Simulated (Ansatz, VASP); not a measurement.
**BN: VASP beside Ansatz**

Contents of INCAR:

```
  ALGO = Normal
  EDIFF = 1E-7
  ENCUT = 520
  GGA = PE
  ISIF = 2
  ISMEAR = 0
  LASPH = True
  LCHARG = True
  LELF = True
  LREAL = False
  LVHAR = True
  LWAVE = False
  NBANDS = 26
  NELM = 60
  PREC = Accurate
  SIGMA = 0.05
```

File KPOINTS:

```
k-points
0
Gamma
  6 6 6
```

The input POSCAR:

```
BN
1.0
    3.6246970237      0.0000000000      0.0000000000
    0.0000000000     -3.6246970237      0.0000000000
    0.0000000000      0.0000000000     -3.6246970237
B N
4 4
Direct
    0.0000000000      0.0000000000      0.0000000000
    0.5000000000      0.5000000000      0.0000000000
    0.5000000000      0.0000000000      0.5000000000
    0.0000000000      0.5000000000      0.5000000000
    0.7500000000      0.7500000000      0.7500000000
    0.2500000000      0.2500000000      0.7500000000
    0.2500000000      0.7500000000      0.2500000000
    0.7500000000      0.2500000000      0.2500000000
```

Input for Ansatz:

```yaml
crystal:
  lattice:
    - [3.6246970237, 0.0, 0.0]
    - [0.0, -3.6246970237, 0.0]
    - [0.0, 0.0, -3.6246970237]
  atoms:
    - { symbol: B, position: [0.0, 0.0, 0.0] }
    - { symbol: B, position: [0.5, 0.5, 0.0] }
    - { symbol: B, position: [0.5, 0.0, 0.5] }
    - { symbol: B, position: [0.0, 0.5, 0.5] }
    - { symbol: "N", position: [0.75, 0.75, 0.75] }
    - { symbol: "N", position: [0.25, 0.25, 0.75] }
    - { symbol: "N", position: [0.25, 0.75, 0.25] }
    - { symbol: "N", position: [0.75, 0.25, 0.25] }
basis:
  ecutwfc: 420
kpoints:
  mp_grid: { grid: [6, 6, 6] }
hamiltonian:
  xc: pbe
scf:
  occupations: { method: gaussian, width: 0.05 }
output:
  forces: true
  stress: true
  eigenvalues: true
  write_density: true
  write_potential: true
  elf: true
  volumetric_format: npy
```

Alike in both runs: task single point; functional PBE; k mesh 6 × 6 × 6; occupations gaussian, width 0.05 eV; no spin polarisation.

```csv
,VASP,Ansatz
version,VASP 6.6.1,Ansatz 0.2.0
potentials or method,"VASP PAW PBE potentials, release 64 (B, N), cutoff 520 eV","scalar-relativistic, plane waves, PAW"
valence electrons in the cell,32,32
```

Ansatz gave:

| Quantity | Value |
| --- | --- |
| gap on the k mesh at the Fermi level (eV) | 4.46 |
| least direct gap on the mesh (eV) | 4.46 |
| pressure (GPa) | 0.0 |

Problem. Estimate VASP's values.

Solution. gap on the k mesh at the Fermi level (eV): 4.45; least direct gap on the mesh (eV): 4.45; pressure (GPa): 0.2.
